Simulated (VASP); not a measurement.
## CuSi16 (a cell with a defect): single point with PBE

Crystal: CuSi16 (a cell with a defect).

```xyz
17
Lattice="0.0000 5.4300 5.4300 5.4300 0.0000 5.4300 5.4300 5.4300 0.0000" Properties=species:S:1:pos:R:3 pbc="T T T"
Si   -0.0972    0.1639   -0.1645
Si    1.2991    1.2774    1.3147
Si    2.7832    2.6747   -0.0629
Si    4.1669    4.1503    1.2594
Si    2.6749   -0.0313    2.6806
Si    3.9397    1.4861    3.9420
Si    5.4419    2.7737    2.6620
Si    6.8169    4.0242    4.0782
Si   -0.0586    2.6485    2.7787
Si    1.2940    4.1020    4.1474
Si    2.7700    5.4737    2.7380
Si    4.1640    6.6450    4.1877
Si    2.6789    2.7514    5.4615
Si    4.0728    4.0212    6.8396
Si    5.5275    5.3265    5.5373
Si    6.8143    6.7890    6.8339
Cu    7.7188    3.1626    7.6859
```

```json
{"Program": "VASP 6.6.1", "Task": "single point", "Functional": "PBE", "Potentials or basis": "VASP PAW PBE potentials, release 64 (Si, Cu)", "Cutoff": "520 eV", "k mesh": "2 × 2 × 2", "Occupations": "gaussian, width 0.02 eV", "Spin": "no spin polarisation", "Dipole correction": "no", "Charge": "1", "Further INCAR settings": "LREAL = Auto; ALGO = Normal; EDIFF = 1e-06; NBANDS = 52; NELECT = 74.0"}
```

The largest force is 0.106 eV/Å.

Forces in eV/Å, atoms in the order of the input:
```
Si  -0.020 -0.007 -0.025
Si  -0.003  0.017  0.002
Si  -0.005 -0.001  0.023
Si   0.002  0.013 -0.006
Si  -0.009 -0.005 -0.016
Si  -0.012  0.007 -0.006
Si   0.012 -0.004 -0.002
Si   0.001 -0.003 -0.010
Si  -0.002 -0.008 -0.004
Si  -0.021  0.026  0.009
Si   0.014  0.011  0.011
Si  -0.008  0.013 -0.012
Si  -0.006  0.002  0.000
Si  -0.002  0.007 -0.010
Si  -0.001  0.002 -0.009
Si  -0.001 -0.008 -0.005
Cu   0.060 -0.064  0.060
```

Levels at points of the mesh, in eV from the Fermi level:
```tsv
k point	band 35	band 36	band 37	band 38	band 39	band 40
(0.00, 0.00, 0.00)	-0.59	-0.23	-0.07	0.07	0.22	0.54
(0.50, 0.00, 0.00)	-0.95	-0.92	-0.77	0.58	1.05	1.15
(0.00, 0.50, 0.00)	-0.93	-0.64	-0.50	0.52	0.98	1.36
(0.00, 0.00, 0.50)	-0.97	-0.94	-0.81	0.54	1.07	1.13
(0.50, 0.50, 0.50)	-0.95	-0.92	-0.75	0.59	1.06	1.15
(0.50, 0.50, 0.00)	-1.54	-1.47	-1.17	0.66	0.89	1.88
(0.00, 0.50, 0.50)	-1.52	-1.45	-1.21	0.67	0.89	1.89
(0.50, 0.00, 0.50)	-1.55	-1.48	-1.16	0.65	0.88	1.88
```

Wall time 4.2 min on 1 thread of Intel(R) Xeon(R) 6975P-C (Granite Rapids) (shared host), peak memory 0.48 GiB.

Caveat: the k points lie up to 0.50 Å⁻¹ apart; the cell carries a net charge on a neutralising background, which shifts energy and pressure; the cell is charged against a uniform background, so pressure and absolute levels hang on convention.
